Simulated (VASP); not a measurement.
# Zr (P6_3/mmc) in VASP: a series of runs

Zr is run at these levels: PBE; tasks: electric field gradients.

Program: VASP 6.6.1. These are calculated values, not measurements. Logs are shortened: lines on timing, memory, paths and dates and some standing lists are left out, and cuts for length are marked.

## (1) The cell of the first run

It takes space group P6_3/mmc (No. 194, hexagonal). The conventional cell has a = 3.210 Å, b = 3.210 Å, c = 5.112 Å, α = 90.00°, β = 90.00°, γ = 120.00°. Zr (site symmetry -6m2) has 12 Zr at 3.16 to 3.21 Å within 4.2 Å.

## (2) Electric field gradients, PBE (22.82 Å³/atom)

INCAR reads:

```
PREC = Accurate
ENCUT = 520
EDIFF = 1E-8
ISMEAR = -1
SIGMA = 0.08
LREAL = F
LASPH = T
NELM = 80
ALGO = Normal
ISIF = 2
LWAVE = F
LCHARG = F
GGA = PE
LEFG = T
NBANDS = 19
```

KPOINTS reads:

```
Automatic mesh
0
Gamma
  13 13 7
```

POSCAR reads:

```
Zr
1.0
    3.2103063057      0.0000000000      0.0000000000
   -1.6051531528      2.7802068146      0.0000000000
    0.0000000000      0.0000000000      5.1124553350
Zr
2
Direct
    0.3333333333      0.6666666667      0.2500000000
    0.6666666667      0.3333333333      0.7500000000
```

Potentials or basis: VASP PAW PBE potentials, release 64 (Zr_sv).

Started as:

```
> cat potpaw_PBE.64/Zr_sv/POTCAR > POTCAR
> mpirun -np 1 vasp_std > vasp.out
```

OUTCAR:

```text
PREC = Accurate
   ENCUT = 520
   EDIFF = 1E-8
   ISMEAR = -1
   LREAL = F
   LASPH = T
   NELM = 80
   ISIF = 2
   GGA = PE

 ion  position               nearest neighbor table
   1  0.333  0.667  0.250-   2 3.16   2 3.16   2 3.16   2 3.16   2 3.16   2 3.16
   2  0.667  0.333  0.750-   1 3.16   1 3.16   1 3.16   1 3.16   1 3.16   1 3.16

  LATTYP: Found a hexagonal cell.
 ALAT       =     3.2103063057
 C/A-ratio  =     1.5925132521

  Lattice vectors:

 A1 = (   3.2103063057,   0.0000000000,   0.0000000000)
 A2 = (  -1.6051531528,   2.7802068146,   0.0000000000)
 A3 = (   0.0000000000,   0.0000000000,   5.1124553350)

Analysis of symmetry for initial positions (statically):
=====================================================================
 Subroutine PRICEL returns:
 Original cell was already a primitive cell.

 Routine SETGRP: Setting up the symmetry group for a
 hexagonal supercell.

 Subroutine GETGRP returns: Found 24 space group operations
 (whereof 12 operations were pure point group operations)
 out of a pool of 24 trial point group operations.

The static configuration has the point symmetry D_3d.
 The point group associated with its full space group is D_6h.

Analysis of symmetry for dynamics (positions and initial velocities):
=====================================================================
 Subroutine PRICEL returns:
 Original cell was already a primitive cell.

 Routine SETGRP: Setting up the symmetry group for a
 hexagonal supercell.

 Subroutine GETGRP returns: Found 24 space group operations
 (whereof 12 operations were pure point group operations)
 out of a pool of 24 trial point group operations.

The dynamic configuration has the point symmetry D_3d.
 The point group associated with its full space group is D_6h.

 Subroutine INISYM returns: Found 24 space group operations
 (whereof 12 operations are pure point group operations),
 and found     1 'primitive' translations

----------------------------------------------------------------------------------------

                                     Primitive cell

  volume of cell :      45.6303

  direct lattice vectors                    reciprocal lattice vectors
     3.210306306  0.000000000  0.000000000     0.311496756  0.179842736  0.000000000
[... 125 lines left out ...]

 Free energy of the ion-electron system (eV)
  ---------------------------------------------------
  ext. energy  EPLUGINS =         0.00000000
  ---------------------------------------------------
  free energy    TOTEN  =       -17.05233321 eV

  energy without entropy =      -17.00793179  energy(sigma->0) =      -17.03013250

 E-fermi :   9.2138     XC(G=0): -11.1739

 val. band max:        9.2043994148   @ k =   0.0769  -0.0000   0.2857
 cond. band min:       9.2269739147   @ k =   0.0769   0.0769   0.1429
 fundamental gap:      0.0225744999
 Fermi energy:         9.2138181747

 k-point     1 :       0.0000    0.0000    0.0000
  band No.  band energies     occupation
      1     -39.5756      2.00000
      2     -39.4076      2.00000
      3     -18.1342      2.00000
      4     -17.2111      2.00000
      5     -17.2111      2.00000
      6     -17.0608      2.00000
[... 505 lines left out ...]
      6     -17.2541      2.00000
[... 11 lines left out ...]
     18      11.5555      0.00000
     19      14.0838      0.00000

 [... further k-points ...]

------------------------ aborting loop because EDIFF is reached ----------------------------------------

  FORCE on cell =-STRESS in cart. coord.  units (eV):
  Direction    XX          YY          ZZ          XY          YZ          ZX
  --------------------------------------------------------------------------------------
  -------------------------------------------------------------------------------------
  Total        0.6294443      0.6294443      0.8697220      0.0000000     -0.0000000      0.0000000
  in kB       22.1011452     22.1011452     30.5378147      0.0000000     -0.0000000      0.0000000
  external PRESSURE =      24.9133684 kB  Pullay stress =       0.0000000 kB

 VOLUME and BASIS-vectors are now :
 -----------------------------------------------------------------------------
  energy-cutoff  :      520.00
  volume of cell :       45.63
      direct lattice vectors                 reciprocal lattice vectors
     3.210306306  0.000000000  0.000000000     0.311496756  0.179842736  0.000000000
    -1.605153153  2.780206815  0.000000000     0.000000000  0.359685472  0.000000000
     0.000000000  0.000000000  5.112455335     0.000000000  0.000000000  0.195600731

 POSITION                                       TOTAL-FORCE (eV/Angst)
 -----------------------------------------------------------------------------------
     -0.00000      1.85347      1.27811        -0.000000      0.000000      0.000000
      1.60515      0.92674      3.83434         0.000000     -0.000000      0.000000
 -----------------------------------------------------------------------------------
    total drift:                               -0.000000      0.000000     -0.000000

  FREE ENERGIE OF THE ION-ELECTRON SYSTEM (eV)
  ---------------------------------------------------
  free  energy   TOTEN  =       -17.0523332094 eV

  energy  without entropy=      -17.0079317927  energy(sigma->0) =      -17.03013250

 Electric field gradients (V/A^2)
---------------------------------------------------------------------
 ion       V_xx      V_yy      V_zz      V_xy      V_xz      V_yz
---------------------------------------------------------------------
   1     -21.835   -21.835    43.670     0.000     0.000    -0.000
   2     -21.835   -21.835    43.670     0.000    -0.000     0.000
---------------------------------------------------------------------

 Electric field gradients after diagonalization (V/A^2)
 (convention: |V_zz| > |V_xx| > |V_yy|)
----------------------------------------------------------------------
 ion       V_xx      V_yy      V_zz     asymmetry (V_yy - V_xx)/ V_zz
----------------------------------------------------------------------
   1     -21.835   -21.835    43.670       0.000
   2     -21.835   -21.835    43.670       0.000
----------------------------------------------------------------------

           NMR quadrupolar parameters

 Cq : quadrupolar parameter    Cq=e*Q*V_zz/h
 eta: asymmetry parameters     (V_yy - V_xx)/ V_zz
 Q  : nuclear electric quadrupole moment in mb (millibarn)
----------------------------------------------------------------------
 ion       Cq(MHz)       eta       Q (mb)
----------------------------------------------------------------------
   1       0.106       0.000       1.000
   2       0.106       0.000       1.000
----------------------------------------------------------------------
```

OSZICAR:

```text
N       E                     dE             d eps       ncg     rms          rms(c)
DAV:   1     0.218279511603E+03    0.21828E+03   -0.13293E+04  3200   0.126E+03
DAV:   2    -0.144670733338E+01   -0.21973E+03   -0.21547E+03  3692   0.369E+02
DAV:   3    -0.173094232756E+02   -0.15863E+02   -0.15747E+02  5772   0.720E+01
DAV:   4    -0.177208012602E+02   -0.41138E+00   -0.41078E+00  3789   0.118E+01
DAV:   5    -0.177325251792E+02   -0.11724E-01   -0.11722E-01  4743   0.141E+00    0.149E+01
DAV:   6    -0.171566059919E+02    0.57592E+00   -0.89560E-01  3472   0.723E+00    0.593E+00
DAV:   7    -0.170458699622E+02    0.11074E+00   -0.58323E-01  4472   0.511E+00    0.112E+00
DAV:   8    -0.170522741218E+02   -0.64042E-02   -0.39503E-02  4155   0.150E+00    0.237E-01
DAV:   9    -0.170523725397E+02   -0.98418E-04   -0.13781E-03  4194   0.324E-01    0.318E-02
DAV:  10    -0.170523319137E+02    0.40626E-04   -0.34342E-05  4150   0.371E-02    0.211E-02
DAV:  11    -0.170523336225E+02   -0.17087E-05   -0.82170E-06  3634   0.312E-02    0.280E-03
DAV:  12    -0.170523335613E+02    0.61227E-07   -0.32021E-07  4677   0.356E-03    0.235E-03
DAV:  13    -0.170523332681E+02    0.29314E-06   -0.41708E-08  3279   0.166E-03    0.708E-04
DAV:  14    -0.170523332157E+02    0.52443E-07   -0.59757E-09  1986   0.927E-04    0.174E-04
DAV:  15    -0.170523332094E+02    0.63192E-08   -0.10279E-09  1917   0.322E-04
   1 F= -.17052333E+02 E0= -.17030133E+02  d E =-.444014E-01
```

stdout:

```text
POSCAR found type information on POSCAR Zr
 POSCAR found :  1 types and       2 ions
 scaLAPACK will be used
 LDA part: xc-table for (Slater+PW92), standard interpolation
 POSCAR, INCAR and KPOINTS ok, starting setup
 FFT: planning ... GRIDC
 FFT: planning ... GRID_SOFT
 FFT: planning ... GRID
 WAVECAR not read
 entering main loop
ion   1

ion   2
```

Run time: 88 s. Hardware: 1 thread of Intel Xeon 8259CL, shared host; peak memory 0.2 GiB.

Results:

| Item | Value |
| --- | --- |
| Free energy | -17.0523 eV |
| Pressure | 2.5 GPa |
| Band gap on the k mesh | zero (bands 12 and 13 overlap by 1.12 eV) |
| Largest electric field gradient by atom | Zr +43.7 V/Å² |

Stress tensor (GPa, compression positive):
```
2.21 0.00 0.00
0.00 2.21 0.00
0.00 0.00 3.05
```

Electric field gradients, principal values (V/Å²):
```tsv
atom	least	middle	greatest (by size)
1 Zr	-21.835	-21.835	43.670
2 Zr	-21.835	-21.835	43.670
```

Caveat: without QUAD_EFG the Cq values of the log hold for a quadrupole moment of 1 mb, not for the nuclei.

## (3) Electric field gradients, PBE (22.82 Å³/atom)

INCAR reads:

```
SYSTEM = Zr
ALGO     = Normal         ! electronic algorithm
EDIFF    = 1E-8           ! SCF threshold, eV
ENCUT    = 520            ! plane-wave cutoff, eV
GGA      = PE             ! functional
ISIF     = 2              ! what is computed and relaxed
ISMEAR   = -1             ! smearing method
LASPH    = .TRUE.         ! aspherical terms in the spheres
LCHARG   = .FALSE.        ! write CHGCAR
LEFG     = .TRUE.       
LREAL    = .FALSE.        ! projectors in reciprocal space
LWAVE    = .FALSE.        ! write WAVECAR
NBANDS   = 19             ! bands
NELM     = 80             ! most SCF steps
PREC     = Accurate       ! precision mode
SIGMA    = 0.08           ! smearing width, eV
```

KPOINTS reads:

```
k-points
0
G
  13 13 7
  0 0 0
```

POSCAR is that of step 2.

Potentials or basis: VASP PAW PBE potentials, release 64 (Zr_sv).

Started as:

```
> cat potpaw_PBE.64/Zr_sv/POTCAR > POTCAR
> mpirun -np 1 vasp_std > vasp.out
```

OUTCAR:

```text
SYSTEM = Zr
   EDIFF = 1E-8
   ENCUT = 520
   GGA = PE
   ISIF = 2
   ISMEAR = -1
   LASPH = .TRUE.
   LREAL = .FALSE.
   NELM = 80
   PREC = Accurate

 ion  position               nearest neighbor table
   1  0.333  0.667  0.250-   2 3.16   2 3.16   2 3.16   2 3.16   2 3.16   2 3.16
   2  0.667  0.333  0.750-   1 3.16   1 3.16   1 3.16   1 3.16   1 3.16   1 3.16

  LATTYP: Found a hexagonal cell.
 ALAT       =     3.2103063057
 C/A-ratio  =     1.5925132521

  Lattice vectors:

 A1 = (   3.2103063057,   0.0000000000,   0.0000000000)
 A2 = (  -1.6051531528,   2.7802068146,   0.0000000000)
 A3 = (   0.0000000000,   0.0000000000,   5.1124553350)

Analysis of symmetry for initial positions (statically):
=====================================================================
 Subroutine PRICEL returns:
 Original cell was already a primitive cell.

 Routine SETGRP: Setting up the symmetry group for a
 hexagonal supercell.

 Subroutine GETGRP returns: Found 24 space group operations
 (whereof 12 operations were pure point group operations)
 out of a pool of 24 trial point group operations.

The static configuration has the point symmetry D_3d.
 The point group associated with its full space group is D_6h.

Analysis of symmetry for dynamics (positions and initial velocities):
=====================================================================
 Subroutine PRICEL returns:
 Original cell was already a primitive cell.

 Routine SETGRP: Setting up the symmetry group for a
 hexagonal supercell.

 Subroutine GETGRP returns: Found 24 space group operations
 (whereof 12 operations were pure point group operations)
 out of a pool of 24 trial point group operations.

The dynamic configuration has the point symmetry D_3d.
 The point group associated with its full space group is D_6h.

 Subroutine INISYM returns: Found 24 space group operations
 (whereof 12 operations are pure point group operations),
 and found     1 'primitive' translations

----------------------------------------------------------------------------------------

                                     Primitive cell

  volume of cell :      45.6303

  direct lattice vectors                    reciprocal lattice vectors
     3.210306306  0.000000000  0.000000000     0.311496756  0.179842736  0.000000000
    -1.605153153  2.780206815  0.000000000     0.000000000  0.359685472  0.000000000
     0.000000000  0.000000000  5.112455335     0.000000000  0.000000000  0.195600731

  length of vectors
     3.210306306  3.210306306  5.112455335     0.359685472  0.359685472  0.195600731

  position of ions in fractional coordinates (direct lattice)
     0.333333333  0.666666667  0.250000000
     0.666666667  0.333333333  0.750000000

  ion indices of the primitive-cell ions
   primitive index   ion index
                 1           1
                 2           2

[... 76 lines left out ...]
   NFREE  =      0    steps in history (QN), initial steepest desc. (CG)
   ISIF   =      2    stress and relaxation
   ISYM   =      2    0-nonsym 1-usesym 2-fastsym
   POTIM  = 0.5000    time-step for ionic-motion
   TEBEG  =    0.0;   TEEND  =   0.0 temperature during run
   PSTRESS=    0.0 pullay stress
   NELECT =      24.0000    total number of electrons
   NUPDOWN=      -1.0000    fix difference up-down
   EMIN   =  10.00;   EMAX   =-10.00  energy-range for DOS
   EFERMI =   0.00;   METHOD = LEGACY
   ISMEAR =    -1;   SIGMA  =   0.08  broadening in eV -4-tet -1-fermi 0-gaus
   EFERMI_NEDOS =   21; number of points for ismear=-14 and -15
   IALGO  =     38    algorithm
   IMIX   =      4    mixing-type and parameters
     AMIX     =   0.40;   BMIX     =  1.00
     AMIX_MAG =   1.60;   BMIX_MAG =  1.00
  volume/ion in A,a.u.               =      22.82       153.96
  Fermi-wavevector in a.u.,A,eV,Ry     =   1.321481  2.497237 23.760013  1.746312
  Thomas-Fermi vector in A             =   2.451232
   LORBIT       =      0    0 simple, 1 ext, 2 COOP (PROOUT), +10 PAW based schemes
   GGA     = PE    functional components
   LHFCALC =     F    Hartree Fock is set to
   AEXX    =    0.0000 exact exchange contribution
   IVDW    =     0    specifies the selected vdW correction
   LEPSILON=     F    determine dielectric tensor
   LRPA    =     F    only Hartree local field effects (RPA)
 non-spin polarized calculation
  energy-cutoff  :      520.00
  volume of cell :       45.63
 maximum number of plane-waves:      1246
 NGX is ok and might be reduce to    24
   NGX = 11   NGY = 11   NGZ = 19

 number of electron      24.0000000 magnetization

 Free energy of the ion-electron system (eV)
  ---------------------------------------------------
  ext. energy  EPLUGINS =         0.00000000
  ---------------------------------------------------
  free energy    TOTEN  =       -17.05233321 eV

  energy without entropy =      -17.00793179  energy(sigma->0) =      -17.03013250

 E-fermi :   9.2138     XC(G=0): -11.1739

 val. band max:        9.2043994148   @ k =   0.0769  -0.0000   0.2857
 cond. band min:       9.2269739147   @ k =   0.0769   0.0769   0.1429
 fundamental gap:      0.0225744999
 Fermi energy:         9.2138181747

 k-point     1 :       0.0000    0.0000    0.0000
  band No.  band energies     occupation
      1     -39.5756      2.00000
      2     -39.4076      2.00000
      3     -18.1342      2.00000
      4     -17.2111      2.00000
      5     -17.2111      2.00000
      6     -17.0608      2.00000
[... 505 lines left out ...]
      6     -17.2541      2.00000
[... 11 lines left out ...]
     18      11.5555      0.00000
     19      14.0838      0.00000

 [... further k-points ...]

------------------------ aborting loop because EDIFF is reached ----------------------------------------

  FORCE on cell =-STRESS in cart. coord.  units (eV):
  Direction    XX          YY          ZZ          XY          YZ          ZX
  --------------------------------------------------------------------------------------
  -------------------------------------------------------------------------------------
  Total        0.6294443      0.6294443      0.8697220      0.0000000     -0.0000000      0.0000000
  in kB       22.1011452     22.1011452     30.5378147      0.0000000     -0.0000000      0.0000000
  external PRESSURE =      24.9133684 kB  Pullay stress =       0.0000000 kB

 VOLUME and BASIS-vectors are now :
 -----------------------------------------------------------------------------
  energy-cutoff  :      520.00
  volume of cell :       45.63
      direct lattice vectors                 reciprocal lattice vectors
     3.210306306  0.000000000  0.000000000     0.311496756  0.179842736  0.000000000
    -1.605153153  2.780206815  0.000000000     0.000000000  0.359685472  0.000000000
     0.000000000  0.000000000  5.112455335     0.000000000  0.000000000  0.195600731

 POSITION                                       TOTAL-FORCE (eV/Angst)
 -----------------------------------------------------------------------------------
     -0.00000      1.85347      1.27811        -0.000000      0.000000      0.000000
      1.60515      0.92674      3.83434         0.000000     -0.000000      0.000000
 -----------------------------------------------------------------------------------
    total drift:                               -0.000000      0.000000     -0.000000

  FREE ENERGIE OF THE ION-ELECTRON SYSTEM (eV)
  ---------------------------------------------------
  free  energy   TOTEN  =       -17.0523332094 eV

  energy  without entropy=      -17.0079317927  energy(sigma->0) =      -17.03013250

 Electric field gradients (V/A^2)
---------------------------------------------------------------------
 ion       V_xx      V_yy      V_zz      V_xy      V_xz      V_yz
---------------------------------------------------------------------
   1     -21.835   -21.835    43.670     0.000     0.000    -0.000
   2     -21.835   -21.835    43.670     0.000    -0.000     0.000
---------------------------------------------------------------------

 Electric field gradients after diagonalization (V/A^2)
 (convention: |V_zz| > |V_xx| > |V_yy|)
----------------------------------------------------------------------
 ion       V_xx      V_yy      V_zz     asymmetry (V_yy - V_xx)/ V_zz
----------------------------------------------------------------------
   1     -21.835   -21.835    43.670       0.000
   2     -21.835   -21.835    43.670       0.000
----------------------------------------------------------------------

           NMR quadrupolar parameters

 Cq : quadrupolar parameter    Cq=e*Q*V_zz/h
 eta: asymmetry parameters     (V_yy - V_xx)/ V_zz
 Q  : nuclear electric quadrupole moment in mb (millibarn)
----------------------------------------------------------------------
 ion       Cq(MHz)       eta       Q (mb)
----------------------------------------------------------------------
   1       0.106       0.000       1.000
   2       0.106       0.000       1.000
----------------------------------------------------------------------
```

Run time: 1.9 min. Hardware: 1 thread of Intel Xeon 8259CL, shared host; peak memory 0.2 GiB.

Results:

- Free energy: -17.0523 eV
- Pressure: 2.5 GPa
- Band gap on the k mesh: zero (bands 12 and 13 overlap by 1.12 eV)
- Largest electric field gradient by atom: Zr +43.7 V/Å²

Electric field gradients, principal values (V/Å²):
| atom | least | middle | greatest (by size) |
| --- | --- | --- | --- |
| 1 Zr | -21.835 | -21.835 | 43.670 |
| 2 Zr | -21.835 | -21.835 | 43.670 |

Caveat: without QUAD_EFG the Cq values of the log hold for a quadrupole moment of 1 mb, not for the nuclei.
